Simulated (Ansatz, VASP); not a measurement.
## Al12NO in VASP and in Ansatz

Contents of INCAR:

```
PREC = Accurate
ENCUT = 520
EDIFF = 1E-6
ISMEAR = 0
SIGMA = 0.1
LREAL = False
LASPH = True
NELM = 150
ALGO = Normal
ISIF = 2
LWAVE = False
LCHARG = True
ISPIN = 2
MAGMOM = 0 0 0 0 0 0 0 0 0 0 0 0 1 0
LORBIT = 11
LDIPOL = True
IDIPOL = 3
DIPOL = 0.5 0.5 0.293
GGA = PE
LELF = True
LVHAR = True
LVACPOTAV = True
NBANDS = 40
```

File KPOINTS:

```
Automatic mesh
0
Gamma
  5 5 1
```

Contents of POSCAR:

```
Al12NO
1.0
    5.7143028096      0.0000000000      0.0000000000
    0.0000000000      5.7143028096      0.0000000000
    0.0000000000      0.0000000000     22.1750227966
Al N O
12 1 1
Direct
    0.2500000000      0.2500000000      0.1803831291
    0.2500000000      0.7500000000      0.1803831291
    0.7500000000      0.2500000000      0.1803831291
    0.7500000000      0.7500000000      0.1803831291
    0.0000000000      0.0000000000      0.2744094953
    0.0000000000      0.5000000000      0.2744094953
    0.5000000000      0.0000000000      0.2744094953
    0.5000000000      0.5000000000      0.2744094953
    0.2500000000      0.2500000000      0.3686590481
    0.2500000000      0.7500000000      0.3686590481
    0.7500000000      0.2500000000      0.3686590481
    0.7500000000      0.7500000000      0.3686590481
    0.3985003037      0.5000000000      0.4047356740
    0.6014996963      0.5000000000      0.4047356740
```

Input for Ansatz:

```yaml
crystal:
  lattice:
    - [5.7143028096, 0.0, 0.0]
    - [0.0, 5.7143028096, 0.0]
    - [0.0, 0.0, 22.1750227966]
  atoms:
    - { symbol: Al, position: [0.25, 0.25, 0.1803831291] }
    - { symbol: Al, position: [0.25, 0.75, 0.1803831291] }
    - { symbol: Al, position: [0.75, 0.25, 0.1803831291] }
    - { symbol: Al, position: [0.75, 0.75, 0.1803831291] }
    - { symbol: Al, position: [0.0, 0.0, 0.2744094953] }
    - { symbol: Al, position: [0.0, 0.5, 0.2744094953] }
    - { symbol: Al, position: [0.5, 0.0, 0.2744094953] }
    - { symbol: Al, position: [0.5, 0.5, 0.2744094953] }
    - { symbol: Al, position: [0.25, 0.25, 0.3686590481] }
    - { symbol: Al, position: [0.25, 0.75, 0.3686590481] }
    - { symbol: Al, position: [0.75, 0.25, 0.3686590481] }
    - { symbol: Al, position: [0.75, 0.75, 0.3686590481] }
    - { symbol: "N", position: [0.3985003037, 0.5, 0.404735674], spin: 1.0 }
    - { symbol: O, position: [0.6014996963, 0.5, 0.404735674] }
basis:
  ecutwfc: 420
kpoints:
  mp_grid: { grid: [5, 5, 1] }
hamiltonian:
  xc: pbe
scf:
  occupations: { method: gaussian, width: 0.1 }
output:
  forces: true
  eigenvalues: true
  populations: true
magnetization:
  spin_polarized: true
efield:
  axis: 3
  dipole_correction: true
  ramp_width: 0.04
```

Alike in both runs: task single point; functional PBE; k mesh 5 × 5 × 1; occupations gaussian, width 0.1 eV; collinear spin.

|  | VASP | Ansatz |
| --- | --- | --- |
| version | VASP 6.6.1 | Ansatz 0.2.0 |
| potentials or method | VASP PAW PBE potentials, release 64 (Al, N, O), cutoff 520 eV | scalar-relativistic, plane waves, PAW |
| valence electrons in the cell | 47 | 47 |

```csv
,VASP,Ansatz,Ansatz less VASP
gap on the k mesh at the Fermi level (eV),none,none,-
rms of the force components (eV/Å),3.746,3.462,-0.2842
net moment per atom (μB),0.00,0.00,0.000
"work function, face that differs most (eV)",4.19,4.18,-0.004
```

Atom by atom the forces differ by 0.291 eV/Å (rms over components). A gap of «none» marks a metal or a gap that the smearing closes. Ansatz's warnings: seeded moment not kept.

Noted on VASP's run: the standard files for N, O and F lose accuracy on very short bonds.
